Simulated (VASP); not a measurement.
# SiO2 (Stishovite) (P4_2/mnm) in VASP: a series of runs

SiO2 (Stishovite) is run at these levels: PBE+D3(BJ); tasks: single point.

Everything below comes from runs of VASP 6.6.1. Logs are shortened: lines on timing, memory, paths and dates and some standing lists are left out, and cuts for length are marked.

## (1) The cell of the first run

It takes space group P4_2/mnm (No. 136, tetragonal). The conventional cell has a = 4.177 Å, b = 4.177 Å, c = 2.665 Å, α = 90.00°, β = 90.00°, γ = 90.00°. Within 2.3 Å of Si (site symmetry mmm) lie 6 O at 1.76 to 1.81 Å. O (site symmetry m2m) has 3 Si at 1.76 to 1.81 Å and 1 O at 2.29 Å within 2.3 Å.

## (2) Single point, PBE+D3(BJ)

Input file INCAR:

```
  PREC = Accurate
  ENCUT = 600
  EDIFF = 1E-6
  ISMEAR = 0
  SIGMA = 0.01
  LREAL = False
  LASPH = True
  NELM = 120
  ALGO = Normal
  ISIF = 2
  LWAVE = False
  LCHARG = True
  GGA = PE
  IVDW = 12
  LELF = True
  LVHAR = True
  NBANDS = 25
  GGA_COMPAT = False
```

Input file KPOINTS:

```
regular mesh
0
Gamma
  2 2 3
```

Input file POSCAR:

```
SiO2
1.0
    4.1773000000      0.0000000000      0.0000000000
    0.0000000000      4.1773000000      0.0000000000
    0.0000000000      0.0000000000      2.6652000000
Si O
2 4
Direct
    0.0000000000      0.0000000000      0.0000000000
    0.5000000000      0.5000000000      0.5000000000
    0.3059000000      0.3059000000      0.0000000000
    0.1941000000      0.8059000000      0.5000000000
    0.6941000000      0.6941000000      0.0000000000
    0.8059000000      0.1941000000      0.5000000000
```

Potentials or basis: VASP PAW PBE potentials, release 64 (Si, O).

Started as:

```
$ cat potpaw_PBE.64/Si/POTCAR potpaw_PBE.64/O/POTCAR > POTCAR
$ mpirun -np 1 vasp_std > vasp.out
```

OUTCAR:

```text
PREC = Accurate
   ENCUT = 600
   EDIFF = 1E-6
   ISMEAR = 0
   LREAL = False
   LASPH = True
   NELM = 120
   ISIF = 2
   GGA = PE
   IVDW = 12
 IVDW          = 12

 ion  position               nearest neighbor table
   1  0.000  0.000  0.000-   4 1.76   6 1.76   4 1.76   6 1.76   5 1.81   3 1.81
   2  0.500  0.500  0.500-   3 1.76   5 1.76   3 1.76   5 1.76   4 1.81   6 1.81
   3  0.306  0.306  0.000-   2 1.76   2 1.76   1 1.81
   4  0.194  0.806  0.500-   1 1.76   1 1.76   2 1.81
   5  0.694  0.694  0.000-   2 1.76   2 1.76   1 1.81
   6  0.806  0.194  0.500-   1 1.76   1 1.76   2 1.81

  LATTYP: Found a simple tetragonal cell.
 ALAT       =     4.1773000000
 C/A-ratio  =     0.6380197735

  Lattice vectors:

 A1 = (   4.1773000000,   0.0000000000,   0.0000000000)
 A2 = (   0.0000000000,   4.1773000000,   0.0000000000)
 A3 = (   0.0000000000,   0.0000000000,   2.6652000000)

Analysis of symmetry for initial positions (statically):
=====================================================================
 Subroutine PRICEL returns:
 Original cell was already a primitive cell.

 Routine SETGRP: Setting up the symmetry group for a
 simple tetragonal supercell.

 Subroutine GETGRP returns: Found 16 space group operations
 (whereof  8 operations were pure point group operations)
 out of a pool of 16 trial point group operations.

The static configuration has the point symmetry D_2h.
 The point group associated with its full space group is D_4h.

Analysis of symmetry for dynamics (positions and initial velocities):
=====================================================================
 Subroutine PRICEL returns:
 Original cell was already a primitive cell.

 Routine SETGRP: Setting up the symmetry group for a
 simple tetragonal supercell.

 Subroutine GETGRP returns: Found 16 space group operations
 (whereof  8 operations were pure point group operations)
 out of a pool of 16 trial point group operations.

The dynamic configuration has the point symmetry D_2h.
 The point group associated with its full space group is D_4h.

 Subroutine INISYM returns: Found 16 space group operations
 (whereof  8 operations are pure point group operations),
 and found     1 'primitive' translations

----------------------------------------------------------------------------------------

                                     Primitive cell

  volume of cell :      46.5073

  direct lattice vectors                    reciprocal lattice vectors
     4.177300000  0.000000000  0.000000000     0.239389079  0.000000000  0.000000000
     0.000000000  4.177300000  0.000000000     0.000000000  0.239389079  0.000000000
     0.000000000  0.000000000  2.665200000     0.000000000  0.000000000  0.375206363

  length of vectors
     4.177300000  4.177300000  2.665200000     0.239389079  0.239389079  0.375206363

  position of ions in fractional coordinates (direct lattice)
     0.000000000  0.000000000  0.000000000
     0.500000000  0.500000000  0.500000000
     0.305900000  0.305900000  0.000000000
     0.194100000  0.805900000  0.500000000
     0.694100000  0.694100000  0.000000000
     0.805900000  0.194100000  0.500000000

  ion indices of the primitive-cell ions
   primitive index   ion index
                 1           1
                 2           2
                 3           3
                 4           4
                 5           5
                 6           6

----------------------------------------------------------------------------------------

 KPOINTS: regular mesh

Automatic generation of k-mesh.
 Grid dimensions read from file:
 generate k-points for:    2    2    3

 Generating k-lattice:

  Cartesian coordinates                     Fractional coordinates (reciprocal lattice)
     0.119694540  0.000000000  0.000000000     0.500000000  0.000000000  0.000000000
     0.000000000  0.119694540  0.000000000     0.000000000  0.500000000  0.000000000
     0.000000000  0.000000000  0.125068788     0.000000000  0.000000000  0.333333333

  Length of vectors
     0.119694540  0.119694540  0.125068788

  Shift w.r.t. Gamma in fractional coordinates (k-lattice)
     0.000000000  0.000000000  0.000000000

 Subroutine IBZKPT returns following result:
 ===========================================

 Found      6 irreducible k-points:

 Following reciprocal coordinates:
            Coordinates               Weight
  0.000000  0.000000  0.000000      1.000000
  0.500000  0.000000  0.000000      2.000000
  0.500000  0.500000  0.000000      1.000000
  0.000000  0.000000  0.333333      2.000000
  0.500000  0.000000  0.333333      4.000000
  0.500000  0.500000  0.333333      2.000000
   k-points           NKPTS =      6   k-points in BZ     NKDIM =      6   number of bands    NBANDS=     25
   number of dos      NEDOS =    301   number of ions     NIONS =      6
   total plane-waves  NPLWV =  31104
   dimension x,y,z NGX =    36 NGY =   36 NGZ =   24
   dimension x,y,z NGXF=    72 NGYF=   72 NGZF=   48
   ions per type =               2   4
   NGX,Y,Z   is equivalent  to a cutoff of  14.33, 14.33, 14.97 a.u.
   NGXF,Y,Z  is equivalent  to a cutoff of  28.65, 28.65, 29.94 a.u.
 SYSTEM =  unknown system
   PREC   = accura    normal or accurate (medium, high low for compatibility)
   ISTART =      0    job   : 0-new  1-cont  2-samecut
   ICHARG =      2    charge: 1-file 2-atom 10-const
   ISPIN  =      1    spin polarized calculation?
   LNONCOLLINEAR =      F non collinear calculations
   LSORBIT =      F    spin-orbit coupling
   LASPH  =      T    aspherical Exc in radial PAW
   ENCUT  =  600.0 eV  44.10 Ry    6.64 a.u.   8.34  8.34  5.32*2*pi/ulx,y,z
   NELM   =    120;   NELMIN=  2; NELMDL= -5     # of ELM steps
   EDIFF  = 0.1E-05   stopping-criterion for ELM
   LREAL  =      F    real-space projection
   EDIFFG = 0.1E-04   stopping-criterion for IOM
   NSW    =      0    number of steps for IOM
   IBRION =     -1    ionic relax: 0-MD 1-quasi-New 2-CG
   NFREE  =      0    steps in history (QN), initial steepest desc. (CG)
   ISIF   =      2    stress and relaxation
   ISYM   =      2    0-nonsym 1-usesym 2-fastsym
   POTIM  = 0.5000    time-step for ionic-motion
   TEBEG  =    0.0;   TEEND  =   0.0 temperature during run
   PSTRESS=    0.0 pullay stress
   NELECT =      32.0000    total number of electrons
   NUPDOWN=      -1.0000    fix difference up-down
   EMIN   =  10.00;   EMAX   =-10.00  energy-range for DOS
   EFERMI =   0.00;   METHOD = LEGACY
   ISMEAR =     0;   SIGMA  =   0.01  broadening in eV -4-tet -1-fermi 0-gaus
   EFERMI_NEDOS =   21; number of points for ismear=-14 and -15
   IALGO  =     38    algorithm
   IMIX   =      4    mixing-type and parameters
     AMIX     =   0.40;   BMIX     =  1.00
     AMIX_MAG =   1.60;   BMIX_MAG =  1.00
  volume/ion in A,a.u.               =       7.75        52.31
  Fermi-wavevector in a.u.,A,eV,Ry     =   1.445277  2.731178 28.420200  2.088826
  Thomas-Fermi vector in A             =   2.563477
   LORBIT       =      0    0 simple, 1 ext, 2 COOP (PROOUT), +10 PAW based schemes
   GGA     = PE    functional components
   LHFCALC =     F    Hartree Fock is set to
   AEXX    =    0.0000 exact exchange contribution
   IVDW    =    12    specifies the selected vdW correction
   LEPSILON=     F    determine dielectric tensor
   LRPA    =     F    only Hartree local field effects (RPA)
 non-spin polarized calculation
 Gauss-broadening in eV      SIGMA  =   0.01
  energy-cutoff  :      600.00
  volume of cell :       46.51
 maximum number of plane-waves:      1564
 NGX is ok and might be reduce to    36
   NGX = 17   NGY = 17   NGZ = 11

 number of electron      32.0000002 magnetization

 Free energy of the ion-electron system (eV)
  ---------------------------------------------------
  ext. energy  EPLUGINS =         0.00000000
  ---------------------------------------------------
  free energy    TOTEN  =       -46.15443424 eV

  energy without entropy =      -46.15443424  energy(sigma->0) =      -46.15443424

 E-fermi :   8.3268     XC(G=0): -12.2737

 val. band max:        8.2766798122   @ k =   0.0000   0.0000   0.0000
 cond. band min:      13.8929968139   @ k =   0.0000   0.0000   0.0000
 fundamental gap:      5.6163170017
 Fermi energy:         8.3268390745

 k-point     1 :       0.0000    0.0000    0.0000
  band No.  band energies     occupation
      1     -14.3247      2.00000
      2     -10.6844      2.00000
      3     -10.6844      2.00000
      4     -10.4439      2.00000
      5      -2.6345      2.00000
      6       1.8165      2.00000
[... 17 lines left out ...]
     24      22.5694      0.00000
     25      24.1384      0.00000

 k-point     2 :       0.5000    0.0000    0.0000
  band No.  band energies     occupation
      1     -13.0830      2.00000
      2     -13.0830      2.00000
      3     -10.1643      2.00000
      4     -10.1643      2.00000
      5      -1.0794      2.00000
      6      -1.0794      2.00000
[... 17 lines left out ...]
     24      21.8265      0.00000
     25      23.2108      0.00000

 k-point     3 :       0.5000    0.5000    0.0000
  band No.  band energies     occupation
      1     -12.5641      2.00000
      2     -12.5641      2.00000
      3     -11.0493      2.00000
      4     -11.0493      2.00000
      5       0.3869      2.00000
      6       0.3869      2.00000
[... 17 lines left out ...]
     24      21.8508      0.00000
     25      22.9407      0.00000

 k-point     4 :       0.0000    0.0000    0.3333
  band No.  band energies     occupation
      1     -12.9453      2.00000
      2     -10.6565      2.00000
      3     -10.0948      2.00000
      4     -10.0948      2.00000
      5      -2.2180      2.00000
      6       0.6710      2.00000
[... 17 lines left out ...]
     24      22.0470      0.00000
     25      22.1096      0.00000

 k-point     5 :       0.5000    0.0000    0.3333
  band No.  band energies     occupation
      1     -11.9674      2.00000
      2     -11.9674      2.00000
      3     -10.0128      2.00000
      4     -10.0128      2.00000
      5      -0.4117      2.00000
      6      -0.4117      2.00000
[... 17 lines left out ...]
     24      21.7506      0.00000
     25      22.1270      0.00000

 k-point     6 :       0.5000    0.5000    0.3333
  band No.  band energies     occupation
      1     -11.6605      2.00000
      2     -11.6605      2.00000
      3     -10.3688      2.00000
      4     -10.3688      2.00000
      5      -1.6929      2.00000
      6      -1.6929      2.00000
[... 17 lines left out ...]
     24      22.9300      0.00000
     25      23.2475      0.00000

------------------------ aborting loop because EDIFF is reached ----------------------------------------

 Edisp (eV)   -1.44424

 E8    (eV) :    -0.4967

  FORCE on cell =-STRESS in cart. coord.  units (eV):
  Direction    XX          YY          ZZ          XY          YZ          ZX
  --------------------------------------------------------------------------------------
  -------------------------------------------------------------------------------------
  Total       1.25778     1.25778     2.65113     0.00000     0.00000     0.00000
  in kB      43.33049    43.33049    91.33152     0.00000     0.00000     0.00000
  external pressure =       59.33 kB  Pullay stress =        0.00 kB

 VOLUME and BASIS-vectors are now :
 -----------------------------------------------------------------------------
  energy-cutoff  :      600.00
  volume of cell :       46.51
      direct lattice vectors                 reciprocal lattice vectors
     4.177300000  0.000000000  0.000000000     0.239389079  0.000000000  0.000000000
     0.000000000  4.177300000  0.000000000     0.000000000  0.239389079  0.000000000
     0.000000000  0.000000000  2.665200000     0.000000000  0.000000000  0.375206363

 POSITION                                       TOTAL-FORCE (eV/Angst)
 -----------------------------------------------------------------------------------
      0.00000      0.00000      0.00000         0.000000      0.000000      0.000000
      2.08865      2.08865      1.33260         0.000000      0.000000      0.000000
      1.27784      1.27784      0.00000        -0.058650     -0.058650      0.000000
      0.81081      3.36649      1.33260         0.058650     -0.058650      0.000000
      2.89946      2.89946      0.00000         0.058650      0.058650      0.000000
      3.36649      0.81081      1.33260        -0.058650      0.058650      0.000000
 -----------------------------------------------------------------------------------
    total drift:                                0.000000      0.000000     -0.000000

  FREE ENERGIE OF THE ION-ELECTRON SYSTEM (eV)
  ---------------------------------------------------
  free  energy   TOTEN  =       -47.5986755534 eV

  energy  without entropy=      -47.5986755534  energy(sigma->0) =      -47.59867555
```

Run time: 13 s. Hardware: 1 thread of Intel Xeon Platinum 8259CL at 2.50GHz (Skylake/Cascade Lake), shared host; peak memory 0.18 GiB.

Results:

* Free energy: -47.5987 eV
* Pressure: 5.9 GPa
* Largest force: 0.083 eV/Å
* Band gap on the k mesh: 5.62 eV, direct
* Dispersion energy per atom: -0.241 eV

Forces on the atoms (eV/Å):
```
Si   0.000  0.000  0.000
Si   0.000  0.000  0.000
O   -0.059 -0.059  0.000
O    0.059 -0.059  0.000
O    0.059  0.059  0.000
O   -0.059  0.059  0.000
```

Levels at points of the mesh, in eV from the valence-band top:
| k point | band 13 | band 14 | band 15 | band 16 | band 17 | band 18 | band 19 | band 20 |
| --- | --- | --- | --- | --- | --- | --- | --- | --- |
| (0.00, 0.00, 0.00) | -2.51 | -0.88 | -0.88 | 0.00 | 5.62 | 6.71 | 8.51 | 8.51 |
| (0.50, 0.00, 0.00) | -2.69 | -2.69 | -1.07 | -1.07 | 7.75 | 7.75 | 9.09 | 9.09 |
| (0.50, 0.50, 0.00) | -2.68 | -2.68 | -2.29 | -2.29 | 7.44 | 7.44 | 10.08 | 10.08 |

Caveat: the k points lie up to 0.79 Å⁻¹ apart; three body term missing.

(Part 1 of 2 ends here.)
